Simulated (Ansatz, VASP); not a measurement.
## One calculation of BiTe, two programs

The input INCAR:

```
PREC = Accurate ; ENCUT = 520
EDIFF = 1E-6 ; ISMEAR = 1
SIGMA = 0.1 ; LREAL = False
LASPH = True ; NELM = 60
ALGO = Normal ; ISIF = 2
LWAVE = False ; LCHARG = False
GGA = PS ; NBANDS = 18
```

Contents of KPOINTS:

```
regular mesh
0
Gamma
  14 14 14
```

File POSCAR:

```
BiTe
1.0
    0.0000000000      3.2026500000      3.2350000000
    3.2026500000      0.0000000000      3.2350000000
    3.2026500000      3.2026500000      0.0000000000
Bi Te
1 1
Direct
    0.0000000000      0.0000000000      0.0000000000
    0.5000000000      0.5000000000      0.5000000000
```

Input for Ansatz:

```yaml
crystal:
  lattice:
    - [0.0, 3.20265, 3.235]
    - [3.20265, 0.0, 3.235]
    - [3.20265, 3.20265, 0.0]
  atoms:
    - { symbol: Bi, position: [0.0, 0.0, 0.0] }
    - { symbol: Te, position: [0.5, 0.5, 0.5] }
basis:
  ecutwfc: 420
kpoints:
  mp_grid: { grid: [14, 14, 14] }
hamiltonian:
  xc: pbesol
scf:
  occupations: { method: cold, width: 0.1 }
output:
  forces: true
  stress: true
  eigenvalues: true
```

Change from the starting cell: strain -0.0100 x Voigt [1, 1, 0, 0, 0, 0], atoms carried along.

Alike in both runs: task single point; functional PBEsol; k mesh 14 × 14 × 14; no spin polarisation.

|  | VASP | Ansatz |
| --- | --- | --- |
| version | VASP 6.6.1 | Ansatz 0.2.0 |
| potentials or method | VASP PAW PBE potentials, release 64 (Bi_d, Te), cutoff 520 eV | scalar-relativistic, plane waves, PAW |
| occupations | methfessel-paxton of order 1, width 0.1 eV | cold, width 0.1 eV |
| valence electrons in the cell | 21 | 31 |

Ansatz gave:

| Property | Result |
| --- | --- |
| gap on the k mesh at the Fermi level (eV) | none |
| pressure (GPa) | -0.8 |
| traceless stress, the component that is largest in VASP (GPa) | -0.55 |

**Question.** Which values does VASP return?

**Answer.** gap on the k mesh at the Fermi level (eV): none; pressure (GPa): -0.8; traceless stress, the component that is largest in VASP (GPa): -0.44.

VASP's potentials were made for PBE, not for PBEsol. A gap of «none» marks a metal or a gap that the smearing closes. VASP's potentials hold 21 valence electrons a cell and Ansatz's 31, so a difference there can come from the potentials and not from the codes.

Spin-orbit coupling is off throughout.
